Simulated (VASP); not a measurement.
Here is a VASP 6.6.1 calculation.

INCAR

```
SYSTEM = MgO
ALGO = Normal
EDIFF = 1E-6
ENCUT = 520
GGA = PE
ISIF = 2
ISMEAR = 0
LASPH = .TRUE.
LCHARG = .FALSE.
LREAL = .FALSE.
LWAVE = .FALSE.
NBANDS = 11
NELM = 60
PREC = Accurate
SIGMA = 0.02
```

The input KPOINTS:

```
k-points
0
G
  10 10 10
  0 0 0
```

Contents of POSCAR:

```
MgO
1.0
    0.0000000000      2.1053674368      2.1053674368
    2.1053674368      0.0000000000      2.1053674368
    2.1053674368      2.1053674368      0.0000000000
Mg O
1 1
Direct
    0.0000000000      0.0000000000      0.0000000000
    0.5000000000      0.5000000000      0.5000000000
```

Potentials or basis: VASP PAW PBE potentials, release 64 (Mg, O).

Launch:

```bash
$ cat potpaw_PBE.64/Mg/POTCAR potpaw_PBE.64/O/POTCAR > POTCAR
$ mpirun -np 1 vasp_std > vasp.out
```

Task: Predict the pressure.

Result: 4.1 GPa.

Task: What does it give for the band gap on the k mesh?

Result: 4.74 eV, direct.
